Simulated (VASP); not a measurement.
# BN (Amm2) in VASP: notebook, part 2 of 2

VASP 6.6.1.

## (4) Single point, PBE+D3(BJ) (atoms displaced along a vibrational mode)

Input file INCAR:

```
PREC = Accurate
ENCUT = 520
EDIFF = 1E-6
ISMEAR = 1
SIGMA = 0.05
LREAL = False
LASPH = True
NELM = 80
ALGO = Normal
ISIF = 2
LWAVE = False
LCHARG = True
GGA = PE
IVDW = 12
LELF = True
LVHAR = True
NBANDS = 16
```

Input file KPOINTS:

```
regular mesh
0
Gamma
  12 12 4
```

Input file POSCAR:

```
BN
1.0
    2.5061127838      0.0000000000      0.0000000000
   -1.2530563919      2.1703573356      0.0000000000
    0.0000000000      0.0000000000      6.5923998870
B N
2 2
Direct
    0.0098370898      0.0196741796      0.5000000000
    0.3368051924      0.6736103848      0.0000000000
   -0.0026792347     -0.0053584693      0.0000000000
    0.6590746271      0.3181492543      0.5000000000
```

Potentials or basis: VASP PAW PBE potentials, release 64 (B, N).

Command:

```bash
$ cat potpaw_PBE.64/B/POTCAR potpaw_PBE.64/N/POTCAR > POTCAR
$ mpirun -np 1 vasp_std > vasp.out
```

OUTCAR:

```text
PREC = Accurate
   ENCUT = 520
   EDIFF = 1E-6
   ISMEAR = 1
   LREAL = False
   LASPH = True
   NELM = 80
   ISIF = 2
   GGA = PE
   IVDW = 12
 IVDW          = 12

 ion  position               nearest neighbor table
   1  0.010  0.020  0.500-   4 1.41   4 1.41   4 1.52
   2  0.337  0.674  0.000-   3 1.43   3 1.43   3 1.47
   3  0.997  0.995  0.000-   2 1.43   2 1.43   2 1.47
   4  0.659  0.318  0.500-   1 1.41   1 1.41   1 1.52

  LATTYP: Found a hexagonal cell.
 ALAT       =     2.5061127838
 C/A-ratio  =     2.6305280152

  Lattice vectors:

 A1 = (   2.5061127838,   0.0000000000,   0.0000000000)
 A2 = (  -1.2530563919,   2.1703573356,   0.0000000000)
 A3 = (   0.0000000000,   0.0000000000,   6.5923998870)

Analysis of symmetry for initial positions (statically):
=====================================================================
 Subroutine PRICEL returns:
 Original cell was already a primitive cell.

 Routine SETGRP: Setting up the symmetry group for a
 hexagonal supercell.

 Subroutine GETGRP returns: Found  4 space group operations
 (whereof  4 operations were pure point group operations)
 out of a pool of 24 trial point group operations.

The static configuration has the point symmetry C_2v.

Analysis of symmetry for dynamics (positions and initial velocities):
=====================================================================
 Subroutine PRICEL returns:
 Original cell was already a primitive cell.

 Routine SETGRP: Setting up the symmetry group for a
 hexagonal supercell.

 Subroutine GETGRP returns: Found  4 space group operations
 (whereof  4 operations were pure point group operations)
 out of a pool of 24 trial point group operations.

The dynamic configuration has the point symmetry C_2v.

 Subroutine INISYM returns: Found  4 space group operations
 (whereof  4 operations are pure point group operations),
 and found     1 'primitive' translations

----------------------------------------------------------------------------------------

                                     Primitive cell

  volume of cell :      35.8571

  direct lattice vectors                    reciprocal lattice vectors
     2.506112784  0.000000000  0.000000000     0.399024340  0.230376810  0.000000000
    -1.253056392  2.170357336  0.000000000     0.000000000  0.460753620  0.000000000
     0.000000000  0.000000000  6.592399887     0.000000000  0.000000000  0.151689827

  length of vectors
     2.506112784  2.506112784  6.592399887     0.460753620  0.460753620  0.151689827

  position of ions in fractional coordinates (direct lattice)
     0.009837090  0.019674180  0.500000000
     0.336805192  0.673610385  0.000000000
     0.997320765  0.994641531  0.000000000
     0.659074627  0.318149254  0.500000000

  ion indices of the primitive-cell ions
   primitive index   ion index
                 1           1
                 2           2
                 3           3
                 4           4

----------------------------------------------------------------------------------------

 KPOINTS: regular mesh

Automatic generation of k-mesh.
 Grid dimensions read from file:
 generate k-points for:   12   12    4

 Generating k-lattice:

  Cartesian coordinates                     Fractional coordinates (reciprocal lattice)
     0.033252028  0.019198068  0.000000000     0.083333333  0.000000000  0.000000000
     0.000000000  0.038396135  0.000000000     0.000000000  0.083333333  0.000000000
     0.000000000  0.000000000  0.037922457     0.000000000  0.000000000  0.250000000

  Length of vectors
     0.038396135  0.038396135  0.037922457

  Shift w.r.t. Gamma in fractional coordinates (k-lattice)
     0.000000000  0.000000000  0.000000000

 Subroutine IBZKPT returns following result:
 ===========================================

 Found    129 irreducible k-points:

 Following reciprocal coordinates:
            Coordinates               Weight
  0.000000  0.000000  0.000000      1.000000
  0.083333 -0.000000  0.000000      4.000000
  0.000000  0.083333  0.000000      2.000000
  0.166667 -0.000000  0.000000      4.000000
  0.000000  0.166667  0.000000      2.000000
  0.250000  0.000000  0.000000      4.000000
[... 16 lines left out ...]
 -0.083333  0.416667  0.000000      4.000000
 -0.416667  0.333333  0.000000      4.000000
 [... further k-points ...]
   k-points           NKPTS =    129   k-points in BZ     NKDIM =    129   number of bands    NBANDS=     16
   number of dos      NEDOS =    301   number of ions     NIONS =      4
   total plane-waves  NPLWV =  20000
   dimension x,y,z NGX =    20 NGY =   20 NGZ =   50
   dimension x,y,z NGXF=    40 NGYF=   40 NGZF=  100
   ions per type =               2   2
   NGX,Y,Z   is equivalent  to a cutoff of  13.27, 13.27, 12.61 a.u.
   NGXF,Y,Z  is equivalent  to a cutoff of  26.53, 26.53, 25.22 a.u.
 SYSTEM =  unknown system
   PREC   = accura    normal or accurate (medium, high low for compatibility)
   ISTART =      0    job   : 0-new  1-cont  2-samecut
   ICHARG =      2    charge: 1-file 2-atom 10-const
   ISPIN  =      1    spin polarized calculation?
   LNONCOLLINEAR =      F non collinear calculations
   LSORBIT =      F    spin-orbit coupling
   LASPH  =      T    aspherical Exc in radial PAW
   ENCUT  =  520.0 eV  38.22 Ry    6.18 a.u.   4.66  4.66 12.26*2*pi/ulx,y,z
   NELM   =     80;   NELMIN=  2; NELMDL= -5     # of ELM steps
   EDIFF  = 0.1E-05   stopping-criterion for ELM
   LREAL  =      F    real-space projection
   EDIFFG = 0.1E-04   stopping-criterion for IOM
   NSW    =      0    number of steps for IOM
   IBRION =     -1    ionic relax: 0-MD 1-quasi-New 2-CG
   NFREE  =      0    steps in history (QN), initial steepest desc. (CG)
   ISIF   =      2    stress and relaxation
   ISYM   =      2    0-nonsym 1-usesym 2-fastsym
   POTIM  = 0.5000    time-step for ionic-motion
   TEBEG  =    0.0;   TEEND  =   0.0 temperature during run
   PSTRESS=    0.0 pullay stress
   NELECT =      16.0000    total number of electrons
   NUPDOWN=      -1.0000    fix difference up-down
   EMIN   =  10.00;   EMAX   =-10.00  energy-range for DOS
   EFERMI =   0.00;   METHOD = LEGACY
   ISMEAR =     1;   SIGMA  =   0.05  broadening in eV -4-tet -1-fermi 0-gaus
   EFERMI_NEDOS =   21; number of points for ismear=-14 and -15
   IALGO  =     38    algorithm
   IMIX   =      4    mixing-type and parameters
     AMIX     =   0.40;   BMIX     =  1.00
     AMIX_MAG =   1.60;   BMIX_MAG =  1.00
  volume/ion in A,a.u.               =       8.96        60.49
  Fermi-wavevector in a.u.,A,eV,Ry     =   1.250997  2.364042 21.293038  1.564994
  Thomas-Fermi vector in A             =   2.384965
   LORBIT       =      0    0 simple, 1 ext, 2 COOP (PROOUT), +10 PAW based schemes
   GGA     = PE    functional components
   LHFCALC =     F    Hartree Fock is set to
   AEXX    =    0.0000 exact exchange contribution
   IVDW    =    12    specifies the selected vdW correction
   LEPSILON=     F    determine dielectric tensor
   LRPA    =     F    only Hartree local field effects (RPA)
 non-spin polarized calculation
 Methfessel and Paxton  Order N= 1 SIGMA  =   0.05
  energy-cutoff  :      520.00
  volume of cell :       35.86
 maximum number of plane-waves:       985
   NGX =  9   NGY =  9   NGZ = 25

 number of electron      15.9999998 magnetization

 Free energy of the ion-electron system (eV)
  ---------------------------------------------------
  ext. energy  EPLUGINS =         0.00000000
  ---------------------------------------------------
  free energy    TOTEN  =       -35.02734802 eV

  energy without entropy =      -35.02741827  energy(sigma->0) =      -35.02737144

 E-fermi :   2.3713     XC(G=0): -10.1208

 val. band max:        2.3346229624   @ k =   0.3333   0.3333   0.5000
 cond. band min:       6.5825926257   @ k =   0.5000   0.0000   0.0000
 fundamental gap:      4.2479696633
 Fermi energy:         2.3712784387

 k-point     1 :       0.0000    0.0000    0.0000
  band No.  band energies     occupation
      1     -15.4878      2.00000
      2     -15.1625      2.00000
      3      -3.9175      2.00000
      4      -1.7345      2.00000
      5       0.1767      2.00000
      6       0.6329      2.00000
[... 433 lines left out ...]
      3      -5.4284      2.00000
      4      -5.3077      2.00000
      5      -1.8196      2.00000
      6      -1.4774      2.00000
[... 8 lines left out ...]
     15      17.7540      0.00000
     16      19.8711      0.00000

 [... further k-points ...]

------------------------ aborting loop because EDIFF is reached ----------------------------------------

 Edisp (eV)   -0.56890

 E8    (eV) :    -0.1668

  FORCE on cell =-STRESS in cart. coord.  units (eV):
  Direction    XX          YY          ZZ          XY          YZ          ZX
  --------------------------------------------------------------------------------------
  -------------------------------------------------------------------------------------
  Total       1.60184    -0.77330    -0.03384     0.00000     0.00000     0.00000
  in kB      71.57371   -34.55261    -1.51220     0.00000     0.00000     0.00000
  external pressure =       11.84 kB  Pullay stress =        0.00 kB

 VOLUME and BASIS-vectors are now :
 -----------------------------------------------------------------------------
  energy-cutoff  :      520.00
  volume of cell :       35.86
      direct lattice vectors                 reciprocal lattice vectors
     2.506112784  0.000000000  0.000000000     0.399024340  0.230376810  0.000000000
    -1.253056392  2.170357336  0.000000000     0.000000000  0.460753620  0.000000000
     0.000000000  0.000000000  6.592399887     0.000000000  0.000000000  0.151689827

 POSITION                                       TOTAL-FORCE (eV/Angst)
 -----------------------------------------------------------------------------------
      0.00000      0.04270      3.29620         0.000000     -2.751588      0.000000
      0.00000      1.46198      0.00000         0.000000     -1.052078      0.000000
      1.25306      2.15873      0.00000         0.000000      1.052788      0.000000
      1.25306      0.69050      3.29620        -0.000000      2.750877      0.000000
 -----------------------------------------------------------------------------------
    total drift:                                0.000004      0.000445      0.000000

  FREE ENERGIE OF THE ION-ELECTRON SYSTEM (eV)
  ---------------------------------------------------
  free  energy   TOTEN  =       -35.5962496053 eV

  energy  without entropy=      -35.5963198508  energy(sigma->0) =      -35.59627302
```

OSZICAR:

```text
N       E                     dE             d eps       ncg     rms          rms(c)
DAV:   1     0.439963801122E+02    0.43996E+02   -0.77233E+03  4128   0.925E+02
DAV:   2    -0.354742648170E+02   -0.79471E+02   -0.71840E+02  5704   0.213E+02
DAV:   3    -0.385824938680E+02   -0.31082E+01   -0.30936E+01  5368   0.409E+01
DAV:   4    -0.386003549768E+02   -0.17861E-01   -0.17858E-01  5216   0.348E+00
DAV:   5    -0.386005106226E+02   -0.15565E-03   -0.15564E-03  5288   0.313E-01    0.113E+01
DAV:   6    -0.353803608803E+02    0.32201E+01   -0.51716E+00  5336   0.176E+01    0.507E+00
DAV:   7    -0.351056102256E+02    0.27475E+00   -0.57367E-01  5616   0.559E+00    0.317E+00
DAV:   8    -0.350307631384E+02    0.74847E-01   -0.22409E-01  5472   0.321E+00    0.457E-01
DAV:   9    -0.350264875387E+02    0.42756E-02   -0.15019E-02  4648   0.995E-01    0.198E-01
DAV:  10    -0.350272496290E+02   -0.76209E-03   -0.12154E-03  5240   0.272E-01    0.380E-02
DAV:  11    -0.350273286012E+02   -0.78972E-04   -0.86761E-05  5064   0.766E-02    0.238E-02
DAV:  12    -0.350273475106E+02   -0.18909E-04   -0.26245E-05  4712   0.371E-02    0.279E-03
DAV:  13    -0.350273480229E+02   -0.51231E-06   -0.87842E-07  4768   0.756E-03
   1 F= -.35596250E+02 E0= -.35596273E+02  d E =0.702456E-04
```

stdout:

```text
POSCAR found type information on POSCAR B N
 POSCAR found :  2 types and       4 ions
 scaLAPACK will be used
 LDA part: xc-table for (Slater+PW92), standard interpolation
 POSCAR, INCAR and KPOINTS ok, starting setup
 FFT: planning ... GRIDC
 FFT: planning ... GRID_SOFT
 FFT: planning ... GRID
 WAVECAR not read
 entering main loop
```

Run time: 1.7 min. Hardware: 1 thread of Intel Xeon 8259CL, shared host; peak memory 0.2 GiB.

What came out:

| Item | Value |
| --- | --- |
| Free energy | -35.5962 eV |
| Pressure | 1.2 GPa |
| Largest force | 2.752 eV/Å |
| Band gap on the k mesh | 4.25 eV (least direct gap 4.48 eV) |
| Dispersion energy per atom | -0.142 eV |

Forces on the atoms (eV/Å):
```
B    0.000 -2.752  0.000
B    0.000 -1.052  0.000
N    0.000  1.053  0.000
N    0.000  2.751  0.000
```

Stress tensor (GPa, compression positive):
```
 7.16  0.00  0.00
 0.00 -3.46  0.00
 0.00  0.00 -0.15
```

Caveat: the cell differs from its parent crystal (atoms displaced along a vibrational mode); the stress differs along the axes, from -3 to 7 GPa; forces of over 1 eV/Å act on the atoms, so gaps and moduli don't describe the material at rest. A k mesh can miss the band edges.

## (5) The runs side by side

```csv
cell,gap on the mesh (eV),pressure (GPa),largest force (eV/Å)
"as given, atomic positions A",4.22,0.4,1.64
"as given, atomic positions B",4.12,1.4,3.49
"as given, atomic positions C",4.25,1.2,2.75
```

Alike in all rows: task single point; level PBE+D3(BJ); potentials or basis VASP PAW PBE potentials, release 64 (B, N); no spin polarisation; k mesh 12 × 12 × 4; cutoff (eV) 520; smearing methfessel-paxton 0.05 eV.

Caveats: forces of over 1 eV/Å act on the atoms, so gaps and moduli don't describe the material at rest; the stress differs along the axes, from -2 to 4 GPa (at least some runs); the stress differs along the axes, from -4 to 8 GPa (at least some runs); the stress differs along the axes, from -3 to 7 GPa (at least some runs).

Total energies depend on the potentials used, so only differences within one code and one set of settings carry meaning.
